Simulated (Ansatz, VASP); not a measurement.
Al: VASP beside Ansatz

```
Al
1.0
     1.42436    0.82236    5.04255
    -1.42436    0.82236    5.04255
     0.00000   -1.64471    5.04255
Al
2
Cartesian
  0.0000 0.0000 1.3555
  0.0000 0.0000 13.7722
```

Alike in both runs: functional PBE; k mesh 6 × 6 × 6; occupations gaussian, width 0.1 eV; no spin polarisation.

Ansatz relaxed the structure, and its values are those at the end. VASP's run is a single point on that final structure, the one shown.

```csv
,VASP,Ansatz
version,VASP 6.6.1,Ansatz 0.2.0
potentials or method,"VASP PAW PBE potentials, release 64 (Al), cutoff 520 eV","scalar-relativistic, plane waves, PAW"
valence electrons in the cell,6,6
```

VASP gave:

| Item | Value |
| --- | --- |
| gap on the k mesh at the Fermi level (eV) | none |
| pressure (GPa) | 0.0 |
| rms of the force components (eV/Å) | 0.004 |

Question: Which values does Ansatz return?

Answer: gap on the k mesh at the Fermi level (eV): none; pressure (GPa): 0.0; rms of the force components (eV/Å): 0.005.

A gap of «none» marks a metal or a gap that the smearing closes.

The k mesh is coarse, so the values compare programs but aren't converged.
